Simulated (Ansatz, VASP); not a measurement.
**SnO2: VASP beside Ansatz**

File INCAR:

```
  PREC = Accurate
  ENCUT = 520
  EDIFF = 1E-7
  ISMEAR = -1
  SIGMA = 0.08
  LREAL = F
  LASPH = T
  NELM = 100
  ALGO = Normal
  ISIF = 2
  LWAVE = F
  LCHARG = F
  GGA = PE
  NBANDS = 20
```

The input KPOINTS:

```
Automatic mesh
0
Gamma
  12 12 12
```

Contents of POSCAR:

```
SnO2
1.0
    0.0000000000      2.3872561868      2.3872561868
    2.3872561868      0.0000000000      2.3872561868
    2.3872561868      2.3872561868      0.0000000000
Sn O
1 2
Direct
    0.0000000000      0.0000000000      0.0000000000
    0.2500000000      0.2500000000      0.2500000000
    0.7500000000      0.7500000000      0.7500000000
```

Input for Ansatz:

```yaml
crystal:
  lattice:
    - [0.0, 2.3872561868, 2.3872561868]
    - [2.3872561868, 0.0, 2.3872561868]
    - [2.3872561868, 2.3872561868, 0.0]
  atoms:
    - { symbol: Sn, position: [0.0, 0.0, 0.0] }
    - { symbol: O, position: [0.25, 0.25, 0.25] }
    - { symbol: O, position: [0.75, 0.75, 0.75] }
kpoints:
  mp_grid: { grid: [12, 12, 12] }
  band_path:
    path:
      - [0.0, 0.0, 0.0]
      - [0.5, 0.0, 0.5]
      - [0.625, 0.25, 0.625]
      - [0.375, 0.375, 0.75]
      - [0.0, 0.0, 0.0]
      - [0.5, 0.5, 0.5]
      - [0.5, 0.25, 0.75]
      - [0.5, 0.0, 0.5]
    npoints: 8
scf:
  occupations: { method: fermi_dirac, width: 0.08 }
hamiltonian:
  xc: pbe
  pseudopotentials: { kind: all_electron, lapw: { basis_error: 0.001 } }
output:
  forces: true
  stress: true
  eigenvalues: true
  populations: true
  dos: { projected: true, de: 0.2, e_range: [-14, 8] }
```

Change from the starting cell: volume scaled by 0.8, LAPW.

Alike in both runs: task single point; functional PBE; k mesh 12 × 12 × 12; occupations fermi-dirac, width 0.08 eV; no spin polarisation.

```csv
,VASP,Ansatz
version,VASP 6.6.1,Ansatz 0.2.0
potentials or method,"VASP PAW PBE potentials, release 64 (Sn_d, O), cutoff 520 eV","all-electron LAPW, scalar-relativistic"
```

|  | VASP | Ansatz | Ansatz less VASP |
| --- | --- | --- | --- |
| pressure (GPa) | 72.7 | 71.1 | -1.60 |

Both programs put the cell under a high pressure, so it lies far from rest at this level. Ansatz ran all-electron here, and VASP with PAW potentials.

Noted on VASP's run: the cell as given lies far from equilibrium.
